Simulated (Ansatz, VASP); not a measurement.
## Two plane-wave programs on BaTiO3

The input INCAR:

```
PREC = Accurate
ENCUT = 520
EDIFF = 1E-7
ISMEAR = -1
SIGMA = 0.02
LREAL = False
LASPH = True
NELM = 150
ALGO = Normal
ISIF = 2
LWAVE = False
LCHARG = True
LMAXMIX = 4
LDAU = True
LDAUTYPE = 2
LDAUL = -1 2 -1
LDAUU = 0 1 0
LDAUJ = 0 0 0
LDAUPRINT = 1
GGA = PE
LELF = True
LVHAR = True
NBANDS = 28
```

Contents of KPOINTS:

```
regular mesh
0
Gamma
  6 6 6
```

Contents of POSCAR:

```
BaTiO3
1.0
    3.9998000000      0.0000000000      0.0000000000
    0.0000000000      3.9998000000      0.0000000000
    0.0000000000      0.0000000000      4.0180000000
Ba Ti O
1 1 3
Direct
    0.0000000000      0.0000000000      0.0000000000
    0.5000000000      0.5000000000      0.4900000000
    0.5000000000      0.5000000000      0.0190000000
    0.5000000000      0.0000000000      0.5170000000
    0.0000000000      0.5000000000      0.5170000000
```

Input for Ansatz:

```yaml
crystal:
  lattice:
    a: 3.9998
    b: 3.9998
    c: 4.018
    alpha: 90.0
    beta: 90.0
    gamma: 90.0
  atoms:
    - { symbol: Ba, position: [0.0, 0.0, 0.0] }
    - { symbol: Ti, position: [0.5, 0.5, 0.49] }
    - { symbol: O, position: [0.5, 0.5, 0.019] }
    - { symbol: O, position: [0.5, 0.0, 0.517] }
    - { symbol: O, position: [0.0, 0.5, 0.517] }
kpoints:
  mp_grid:
    grid: [6, 6, 6]
hamiltonian:
  xc: pbe
  hubbard:
    - { species: Ti, l: d, u_eff: 1.0 }
scf:
  occupations:
    method: fermi_dirac
    width: 0.02
output:
  eigenvalues: true
```

Alike in both runs: task single point; functional PBE; k mesh 6 × 6 × 6; occupations fermi-dirac, width 0.02 eV; no spin polarisation; Hubbard terms Ti d U = 1.0 eV.

|  | VASP | Ansatz |
| --- | --- | --- |
| version | VASP 6.6.1 | Ansatz 0.2.0 |
| potentials or method | VASP PAW PBE potentials, release 64 (Ba_sv, Ti_sv, O) | plane waves, PAW |
| plane-wave cutoff (eV) | 520 | 420 |
| valence electrons in the cell | 40 | 40 |

VASP gave:

```
gap on the k mesh at the Fermi level (eV) : 1.88
```

Q: Estimate Ansatz's values.

A: gap on the k mesh at the Fermi level (eV): 1.94.

The programs project onto different local orbitals, so the same U acts differently, and such runs can settle in different states.

Neither program's run includes spin-orbit coupling.
